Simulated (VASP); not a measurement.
The system is BaS.

```
CELL_PARAMETERS angstrom
0.00000 3.21180 3.21180
3.21180 0.00000 3.21180
3.21180 3.21180 0.00000
ATOMIC_POSITIONS crystal
Ba 0.00000 0.00000 0.00000
S 0.50000 0.50000 0.50000
```

Base run:

```yaml
Program: VASP 6.6.1
Functional: PBE
Potentials_or_basis: VASP PAW PBE potentials, release 64 (Ba_sv, S)
Cutoff: 520 eV
k_mesh: 6 × 6 × 6
Occupations: gaussian, width 0.01 eV
Spin: no spin polarisation
```

Its results: band gap on the k mesh 2.13 eV, indirect (least direct gap 2.28 eV); pressure 0.7 GPa.

Task: The run is repeated on the same cell with these changes: functional from PBE to HSE06; k mesh from 6 × 6 × 6 to 4 × 4 × 4. What comes out?

Result: Band gap on the k mesh 3.05 eV, indirect (least direct gap 3.21 eV); pressure 0.2 GPa.

Several settings changed at once, so the effect can't be laid on one alone.

Caveats: some runs use coarse meshes; spin-orbit coupling is left out, which moves the levels of the heavy elements; the PAW data sets were made with another functional, which shifts forces and pressure a little (some runs).

A k mesh can miss the band edges.
